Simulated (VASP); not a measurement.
# WSe2 in VASP: a series of runs, part 2 of 2

VASP 6.6.1. Earlier steps stand in the parts before.

### Step 3. Single point, PBE+D3(BJ)

This run uses another cell than the first one, of 102.01 Å³/atom, 1.024 times its volume.

INCAR

```
ALGO = Normal
DIPOL = 0.5 0.5 0.500
EDIFF = 1E-6
ENCUT = 400
GGA = PE
GGA_COMPAT = F
IDIPOL = 3
ISIF = 2
ISMEAR = 0
IVDW = 12
LASPH = T
LCHARG = T
LDIPOL = T
LELF = T
LREAL = F
LVACPOTAV = T
LVHAR = T
LWAVE = F
NBANDS = 20
NELM = 120
NELMDL = -8
PREC = Accurate
SIGMA = 0.02
```

KPOINTS

```
k-points
0
Gamma
  9 9 1
```

POSCAR

```
WSe2
1.0
    3.2854988181      0.0000000000      0.0000000000
   -1.6427494091      2.8453254406      0.0000000000
    0.0000000000      0.0000000000     32.7375750684
Se W
2 1
Direct
    0.3333333333      0.6666666667      0.4485387266
    0.3333333333      0.6666666667      0.5514612734
    0.6666666667      0.3333333333      0.5000000000
```

Potentials or basis: VASP PAW PBE potentials, release 64 (Se, W_sv).

Command:

```sh
> cat potpaw_PBE.64/Se/POTCAR potpaw_PBE.64/W_sv/POTCAR > POTCAR
> mpirun -np 1 vasp_std > vasp.out
```

OUTCAR:

```text
EDIFF = 1E-6
   ENCUT = 400
   GGA = PE
   ISIF = 2
   ISMEAR = 0
   IVDW = 12
   LASPH = T
   LREAL = F
   NELM = 120
   NELMDL = -8
   PREC = Accurate
 IVDW          = 12

 ion  position               nearest neighbor table
   1  0.333  0.667  0.449-   3 2.54   3 2.54   3 2.54
   2  0.333  0.667  0.551-   3 2.54   3 2.54   3 2.54
   3  0.667  0.333  0.500-   1 2.54   2 2.54   1 2.54   2 2.54   1 2.54   2 2.54

  LATTYP: Found a hexagonal cell.
 ALAT       =     3.2854988181
 C/A-ratio  =     9.9642632309

  Lattice vectors:

 A1 = (   3.2854988181,   0.0000000000,   0.0000000000)
 A2 = (  -1.6427494091,   2.8453254406,   0.0000000000)
 A3 = (   0.0000000000,   0.0000000000,  32.7375750684)

Analysis of symmetry for initial positions (statically):
=====================================================================
 Subroutine PRICEL returns:
 Original cell was already a primitive cell.

 Routine SETGRP: Setting up the symmetry group for a
 hexagonal supercell.

 Subroutine GETGRP returns: Found 12 space group operations
 (whereof 12 operations were pure point group operations)
 out of a pool of 24 trial point group operations.

The static configuration has the point symmetry D_3h.

Analysis of symmetry for dynamics (positions and initial velocities):
=====================================================================
 Subroutine PRICEL returns:
 Original cell was already a primitive cell.

 Routine SETGRP: Setting up the symmetry group for a
 hexagonal supercell.

 Subroutine GETGRP returns: Found 12 space group operations
 (whereof 12 operations were pure point group operations)
 out of a pool of 24 trial point group operations.

The dynamic configuration has the point symmetry D_3h.

 Subroutine INISYM returns: Found 12 space group operations
 (whereof 12 operations are pure point group operations),
 and found     1 'primitive' translations

----------------------------------------------------------------------------------------

                                     Primitive cell

  volume of cell :     306.0411

  direct lattice vectors                    reciprocal lattice vectors
     3.285498818  0.000000000  0.000000000     0.304367786  0.175726823  0.000000000
    -1.642749409  2.845325441  0.000000000     0.000000000  0.351453646  0.000000000
     0.000000000  0.000000000 32.737575068     0.000000000  0.000000000  0.030545940

  length of vectors
     3.285498818  3.285498818 32.737575068     0.351453646  0.351453646  0.030545940

  position of ions in fractional coordinates (direct lattice)
     0.333333333  0.666666667  0.448538727
     0.333333333  0.666666667  0.551461273
     0.666666667  0.333333333  0.500000000

  ion indices of the primitive-cell ions
   primitive index   ion index
                 1           1
                 2           2
                 3           3

----------------------------------------------------------------------------------------

 KPOINTS: k-points

Automatic generation of k-mesh.
[... 27 lines left out ...]
  0.444444  0.000000  0.000000      6.000000
  0.111111  0.111111  0.000000      6.000000
  0.222222  0.111111  0.000000     12.000000
  0.333333  0.111111  0.000000     12.000000
  0.444444  0.111111  0.000000      6.000000
  0.222222  0.222222  0.000000      6.000000
  0.333333  0.222222  0.000000     12.000000
  0.333333  0.333333  0.000000      2.000000
   k-points           NKPTS =     12   k-points in BZ     NKDIM =     12   number of bands    NBANDS=     20
   number of dos      NEDOS =    301   number of ions     NIONS =      3
   total plane-waves  NPLWV = 124416
   dimension x,y,z NGX =    24 NGY =   24 NGZ =  216
   dimension x,y,z NGXF=    48 NGYF=   48 NGZF=  432
   ions per type =               2   1
   NGX,Y,Z   is equivalent  to a cutoff of  12.14, 12.14, 10.97 a.u.
   NGXF,Y,Z  is equivalent  to a cutoff of  24.29, 24.29, 21.94 a.u.
 SYSTEM =  unknown system
   PREC   = accura    normal or accurate (medium, high low for compatibility)
   ISTART =      0    job   : 0-new  1-cont  2-samecut
   ICHARG =      2    charge: 1-file 2-atom 10-const
   ISPIN  =      1    spin polarized calculation?
   LNONCOLLINEAR =      F non collinear calculations
   LSORBIT =      F    spin-orbit coupling
   LASPH  =      T    aspherical Exc in radial PAW
   ENCUT  =  400.0 eV  29.40 Ry    5.42 a.u.   5.36  5.36 53.39*2*pi/ulx,y,z
   NELM   =    120;   NELMIN=  2; NELMDL= -8     # of ELM steps
   EDIFF  = 0.1E-05   stopping-criterion for ELM
   LREAL  =      F    real-space projection
   EDIFFG = 0.1E-04   stopping-criterion for IOM
   NSW    =      0    number of steps for IOM
   IBRION =     -1    ionic relax: 0-MD 1-quasi-New 2-CG
   NFREE  =      0    steps in history (QN), initial steepest desc. (CG)
   ISIF   =      2    stress and relaxation
   ISYM   =      2    0-nonsym 1-usesym 2-fastsym
   POTIM  = 0.5000    time-step for ionic-motion
   TEBEG  =    0.0;   TEEND  =   0.0 temperature during run
   PSTRESS=    0.0 pullay stress
   NELECT =      26.0000    total number of electrons
   NUPDOWN=      -1.0000    fix difference up-down
   EMIN   =  10.00;   EMAX   =-10.00  energy-range for DOS
   EFERMI =   0.00;   METHOD = LEGACY
   ISMEAR =     0;   SIGMA  =   0.02  broadening in eV -4-tet -1-fermi 0-gaus
   EFERMI_NEDOS =   21; number of points for ismear=-14 and -15
   IALGO  =     38    algorithm
   IMIX   =      4    mixing-type and parameters
     AMIX     =   0.40;   BMIX     =  1.00
     AMIX_MAG =   1.60;   BMIX_MAG =  1.00
  volume/ion in A,a.u.               =     102.01       688.42
  Fermi-wavevector in a.u.,A,eV,Ry     =   0.719680  1.359998  7.046990  0.517939
  Thomas-Fermi vector in A             =   1.808938
   LORBIT       =      0    0 simple, 1 ext, 2 COOP (PROOUT), +10 PAW based schemes
   GGA     = PE    functional components
   LHFCALC =     F    Hartree Fock is set to
   AEXX    =    0.0000 exact exchange contribution
   IVDW    =    12    specifies the selected vdW correction
   LEPSILON=     F    determine dielectric tensor
   LRPA    =     F    only Hartree local field effects (RPA)
 non-spin polarized calculation
 Gauss-broadening in eV      SIGMA  =   0.02
  energy-cutoff  :      400.00
  volume of cell :      306.04
 maximum number of plane-waves:      5651
 NGX is ok and might be reduce to    24
   NGX = 11   NGY = 11   NGZ =107

 dipolmoment           0.000000      0.000000      0.000000 electrons x Angstroem

 number of electron      25.9999995 magnetization

 dipolmoment           0.000000      0.000000     -0.000000 electrons x Angstroem

 Free energy of the ion-electron system (eV)
  ---------------------------------------------------
  ext. energy  EPLUGINS =         0.00000000
  ---------------------------------------------------
  free energy    TOTEN  =       -21.61090882 eV

  energy without entropy =      -21.61090882  energy(sigma->0) =      -21.61090882

 E-fermi :  -2.7537     XC(G=0):  -2.4793

 val. band max:       -2.8693216800   @ k =   0.3333   0.3333   0.0000
 cond. band min:      -1.1999546221   @ k =   0.3333   0.3333   0.0000
 fundamental gap:      1.6693670578
 Fermi energy:        -2.7536579033

 k-point     1 :       0.0000    0.0000    0.0000
  band No.  band energies     occupation
      1     -76.9098      2.00000
      2     -41.1540      2.00000
      3     -41.0203      2.00000
      4     -41.0203      2.00000
      5     -17.6789      2.00000
      6     -16.4362      2.00000
[... 265 lines left out ...]
     19       3.6084      0.00000
     20       5.7692      0.00000

------------------------ aborting loop because EDIFF is reached ----------------------------------------

 vacuum level on the upper side and lower side of the slab       (xc-potential included)        -0.088        -0.088

 Edisp (eV)   -1.01163

 E8    (eV) :    -0.4806

  FORCE on cell =-STRESS in cart. coord.  units (eV):
  Direction    XX          YY          ZZ          XY          YZ          ZX
  --------------------------------------------------------------------------------------
  -------------------------------------------------------------------------------------
  Total       0.08678     0.08678     0.13413    -0.00000     0.00000    -0.00000
  in kB       0.45430     0.45430     0.70221    -0.00000     0.00000    -0.00000
  external pressure =        0.54 kB  Pullay stress =        0.00 kB

 VOLUME and BASIS-vectors are now :
 -----------------------------------------------------------------------------
  energy-cutoff  :      400.00
  volume of cell :      306.04
      direct lattice vectors                 reciprocal lattice vectors
     3.285498818  0.000000000  0.000000000     0.304367786  0.175726823  0.000000000
    -1.642749409  2.845325441  0.000000000     0.000000000  0.351453646  0.000000000
     0.000000000  0.000000000 32.737575068     0.000000000  0.000000000  0.030545940

 POSITION                                       TOTAL-FORCE (eV/Angst)
 -----------------------------------------------------------------------------------
     -0.00000      1.89688     14.68407        -0.000000     -0.000000     -0.047526
     -0.00000      1.89688     18.05350         0.000000      0.000000      0.047526
      1.64275      0.94844     16.36879        -0.000000      0.000000      0.000000
 -----------------------------------------------------------------------------------
    total drift:                               -0.000000      0.000000      0.000000

  FREE ENERGIE OF THE ION-ELECTRON SYSTEM (eV)
  ---------------------------------------------------
  free  energy   TOTEN  =       -22.6225418890 eV

  energy  without entropy=      -22.6225418890  energy(sigma->0) =      -22.62254189

 vacuum level on the upper side and lower side of the slab         2.191         2.191
```

OSZICAR:

```text
N       E                     dE             d eps       ncg     rms          rms(c)
DAV:   1     0.152401020509E+03    0.15240E+03   -0.11449E+04   592   0.786E+02
DAV:   2    -0.785181220083E+01   -0.16025E+03   -0.15556E+03   676   0.193E+02
DAV:   3    -0.224006032931E+02   -0.14549E+02   -0.14489E+02   692   0.587E+01
[... 17 lines left out ...]
DAV:  21    -0.216108950027E+02   -0.18909E-04   -0.51366E-07   484   0.252E-03    0.733E-04
DAV:  22    -0.216109039475E+02   -0.89448E-05   -0.22342E-07   468   0.142E-03    0.624E-04
DAV:  23    -0.216109069687E+02   -0.30212E-05   -0.47617E-08   408   0.582E-04    0.163E-04
DAV:  24    -0.216109083739E+02   -0.14052E-05   -0.33234E-08   388   0.374E-04    0.192E-04
DAV:  25    -0.216109088163E+02   -0.44241E-06   -0.78715E-09   340   0.245E-04
   1 F= -.22622542E+02 E0= -.22622542E+02  d E =-.831577E-18
```

Run time: 1.8 min. Hardware: 1 thread of Intel Xeon Platinum 8259CL at 2.50GHz (Skylake/Cascade Lake), shared host; peak memory 0.35 GiB.

Results:

- Free energy: -22.6225 eV
- Largest force: 0.048 eV/Å
- Band gap on the k mesh: 1.67 eV, direct
- Dispersion energy per atom: -0.337 eV
- Ionisation potential of the upper face: 5.06 eV

Forces on the atoms (eV/Å):
```
Se   0.000  0.000 -0.048
Se   0.000  0.000  0.048
W    0.000  0.000  0.000
```

Levels at points of the mesh, in eV from the valence-band top:
```csv
k point,band 9,band 10,band 11,band 12,band 13,band 14,band 15,band 16,band 17,band 18
"(0.00, 0.00, 0.00)",-2.30,-2.26,-1.17,-1.17,-0.42,2.99,2.99,3.15,3.15,4.26
```

Caveat: spin-orbit coupling is left out, which moves the levels of the heavy elements.

### Step 4. Single point, PBE

This run uses another cell than the first one, of 102.01 Å³/atom, 1.024 times its volume.

INCAR

```
PREC = Accurate
ENCUT = 400
EDIFF = 1E-6
ISMEAR = 0
SIGMA = 0.02
LREAL = False
LASPH = True
NELM = 120
ALGO = Normal
ISIF = 2
LWAVE = False
LCHARG = True
LDIPOL = True
IDIPOL = 3
DIPOL = 0.5 0.5 0.500
GGA = PE
LELF = True
LVHAR = True
LVACPOTAV = True
NBANDS = 20
GGA_COMPAT = False
NELMDL = -8
```

KPOINTS

```
Automatic mesh
0
Gamma
  9 9 1
```

POSCAR is that of step 3.

Command:

```sh
> cat potpaw_PBE.64/Se/POTCAR potpaw_PBE.64/W_sv/POTCAR > POTCAR
> mpirun -np 1 vasp_std > vasp.out
```

It took 1.9 min on 1 thread of Intel Xeon Platinum 8259CL at 2.50GHz (Skylake/Cascade Lake), shared host; peak memory 0.35 GiB.

Results (log left out):

```
Free energy                            : -21.6109 eV
Largest force                          : 0.160 eV/Å
Band gap on the k mesh                 : 1.67 eV, direct
Ionisation potential of the upper face : 5.06 eV
```

Forces on the atoms (eV/Å):
```
Se   0.000  0.000 -0.160
Se   0.000  0.000  0.160
W    0.000  0.000  0.000
```

Levels at points of the mesh, in eV from the valence-band top:
| k point | band 10 | band 11 | band 12 | band 13 | band 14 | band 15 | band 16 | band 17 |
| --- | --- | --- | --- | --- | --- | --- | --- | --- |
| (0.00, 0.00, 0.00) | -2.26 | -1.17 | -1.17 | -0.42 | 2.99 | 2.99 | 3.15 | 3.15 |

Caveat: spin-orbit coupling is left out, which moves the levels of the heavy elements.

### Step 5. Single point, LDA

This run uses another cell than the first one, of 102.01 Å³/atom, 1.024 times its volume.

INCAR

```
SYSTEM = WSe2
  PREC = Accurate
  ENCUT = 400
  EDIFF = 1E-6
  ISMEAR = 0
  SIGMA = 0.02
  LREAL = .False.
  LASPH = .True.
  NELM = 120
  ALGO = Normal
  ISIF = 2
  LWAVE = .False.
  LCHARG = .False.
  LDIPOL = .True.
  IDIPOL = 3
  DIPOL = 0.5 0.5 0.500
  NBANDS = 20
  GGA_COMPAT = .False.
  NELMDL = -8
```

KPOINTS

```
regular mesh
0
Gamma
  9 9 1
  0 0 0
```

POSCAR is that of step 4.

Potentials or basis: VASP PAW LDA potentials, release 64 (Se, W_sv).

Command:

```sh
> cat potpaw_LDA.64/Se/POTCAR potpaw_LDA.64/W_sv/POTCAR > POTCAR
> mpirun -np 1 vasp_std > vasp.out
```

Run time: 84 s. Hardware: 1 thread of Intel Xeon Platinum 8259CL at 2.50GHz (Skylake/Cascade Lake), shared host; peak memory 0.28 GiB.

The run converged. Its results:

* Free energy: -24.1003 eV
* Largest force: 0.506 eV/Å
* Band gap on the k mesh: 1.66 eV, direct

Forces in eV/Å, atoms in the order of the input:
```
Se   0.000  0.000  0.506
Se   0.000  0.000 -0.506
W    0.000  0.000  0.000
```

Levels at points of the mesh, in eV from the valence-band top:
```tsv
k point	band 11	band 12	band 13	band 14	band 15	band 16
(0.00, 0.00, 0.00)	-1.15	-1.15	-0.41	3.00	3.00	3.16
```

Caveat: spin-orbit coupling is left out, which moves the levels of the heavy elements.

### Step 6. Overview

| level | potentials or basis | cell | gap on the mesh (eV) | largest force (eV/Å) |
| --- | --- | --- | --- | --- |
| LDA | VASP PAW LDA potentials, release 64 (Se, W_sv) | a = 3.247, b = 3.247, c = 32.738 Å, angles 90.0, 90.0, 120.0°, 3 atoms | 1.75 | 0.11 |
| PBE+D3(BJ) | VASP PAW PBE potentials, release 64 (Se, W_sv) | a = 3.285, b = 3.285, c = 32.738 Å, angles 90.0, 90.0, 120.0°, 3 atoms | 1.67 | 0.05 |
| PBE | VASP PAW PBE potentials, release 64 (Se, W_sv) | a = 3.285, b = 3.285, c = 32.738 Å, angles 90.0, 90.0, 120.0°, 3 atoms | 1.67 | 0.16 |
| LDA | VASP PAW LDA potentials, release 64 (Se, W_sv) | a = 3.285, b = 3.285, c = 32.738 Å, angles 90.0, 90.0, 120.0°, 3 atoms | 1.66 | 0.51 |

Alike in all rows: task single point; no spin polarisation; k mesh 9 × 9 × 1; cutoff (eV) 400; smearing gaussian 0.02 eV.

Caveats: spin-orbit coupling is left out, which moves the levels of the heavy elements.

Absolute energies hang on the potentials; compare differences alone.
